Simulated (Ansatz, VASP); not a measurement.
# Hf: VASP beside Ansatz

INCAR

```
SYSTEM = Hf
ALGO = Normal
EDIFF = 1E-7
ENCUT = 520
GGA = PE
ISIF = 2
ISMEAR = -1
LASPH = .TRUE.
LCHARG = .FALSE.
LREAL = .FALSE.
LWAVE = .FALSE.
NBANDS = 17
NELM = 80
PREC = Accurate
SIGMA = 0.2
```

The input KPOINTS:

```
k-points
0
G
  11 11 6
  0 0 0
```

File POSCAR:

```
Hf
1.0
    3.2045059552      0.0000000000      0.0000000000
   -1.6022529776      2.7751835638      0.0000000000
    0.0000000000      0.0000000000      5.0738215932
Hf
2
Direct
    0.3333333333      0.6666666667      0.2500000000
    0.6666666667      0.3333333333      0.7500000000
```

Input for Ansatz:

```yaml
crystal:
  lattice:
    - [3.2045059552, 0.0, 0.0]
    - [-1.6022529776, 2.7751835638, 0.0]
    - [0.0, 0.0, 5.0738215932]
  atoms:
    - { symbol: Hf, position: [0.3333333333, 0.6666666667, 0.25] }
    - { symbol: Hf, position: [0.6666666667, 0.3333333333, 0.75] }
hamiltonian:
  xc: pbe
  pseudopotentials:
    kind: paw
    azcp:
      Hf: "pseudopotentials/Hf.paw.azcp"
basis:
  ecutwfc: 420
  fft_grid_basis: typed
kpoints:
  mp_grid: { grid: [11, 11, 6], shift: [0, 0, 0] }
magnetization:
  spin_polarized: false
scf:
  occupations: { method: fermi_dirac, width: 0.2 }
  lower_state_search: "off"
output:
  stress: true
```

Alike in both runs: task single point; functional PBE; k mesh 11 × 11 × 6; occupations fermi-dirac, width 0.2 eV; no spin polarisation.

|  | VASP | Ansatz |
| --- | --- | --- |
| version | VASP 6.6.1 | Ansatz 0.2.0 |
| potentials or method | VASP PAW PBE potentials, release 64 (Hf_pv), cutoff 520 eV | plane waves (420 eV) with PAW, scalar-relativistic |
| valence electrons in the cell | 20 | 52 |

```tsv
	VASP	Ansatz	Ansatz less VASP
pressure (GPa)	-0.1	0.3	+0.43
traceless stress, the component that is largest in VASP (GPa)	0.33	0.39	+0.059
```

The functional is the same, so the differences come from potentials, cutoffs and numerics. VASP's potentials hold 20 valence electrons a cell and Ansatz's 52, so a difference there can come from the potentials and not from the codes.

Spin-orbit coupling is off throughout.
